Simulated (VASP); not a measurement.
Wanted: the native input for a VASP 6.6.1 run.

```
Task                   : single point
Functional             : PBE
Potentials or basis    : VASP PAW PBE potentials, release 64 (Ca_sv, Ga_d, O)
Cutoff                 : 520 eV
k mesh                 : 8 × 8 × 10
Occupations            : gaussian, width 0.1 eV
Spin                   : no spin polarisation
Dipole correction      : no
Further INCAR settings : ALGO = Normal; EDIFF = 1e-06; NBANDS = 32
```

The structure of CaGa2O2 lies in POSCAR:

```
CaGa2O2
1.0
    3.7562832792     -4.0197831736      0.0000000000
    3.7562832792      4.0197831736      0.0000000000
    0.0000000000      0.0000000000      3.4500847923
Ca Ga O
1 2 2
Direct
    0.5000000000      0.5000000000      0.5000000000
    0.5000000000      0.0000000000      0.0000000000
    0.0000000000      0.5000000000      0.0000000000
    0.7051050844      0.7051050844      0.0000000000
    0.2948949156      0.2948949156      0.0000000000
```

These files were run (other wordings do the same):

INCAR

```
SYSTEM = CaGa2O2
  ALGO = Normal
  EDIFF = 1E-6
  ENCUT = 520
  GGA = PE
  ISIF = 2
  ISMEAR = 0
  LASPH = .TRUE.
  LCHARG = .TRUE.
  LELF = .TRUE.
  LREAL = .FALSE.
  LVHAR = .TRUE.
  LWAVE = .FALSE.
  NBANDS = 32
  NELM = 60
  PREC = Accurate
  SIGMA = 0.1
```

KPOINTS

```
k-points
0
G
  8 8 10
  0 0 0
```

Potentials or basis: VASP PAW PBE potentials, release 64 (Ca_sv, Ga_d, O).

Launch:

```bash
$ cat potpaw_PBE.64/Ca_sv/POTCAR potpaw_PBE.64/Ga_d/POTCAR potpaw_PBE.64/O/POTCAR > POTCAR
$ mpirun -np 1 vasp_std > vasp.out
```

It gave:

```
Pressure               : 0.3 GPa
Largest force          : 0.034 eV/Å
Band gap on the k mesh : zero (band 24 reaches 2.41 eV, above the bottom of band 25 at 1.99 eV)
```

It took 8.9 min on 1 thread of Intel Xeon 6975P-C, with other jobs on the host, peak memory 0.5 GiB.
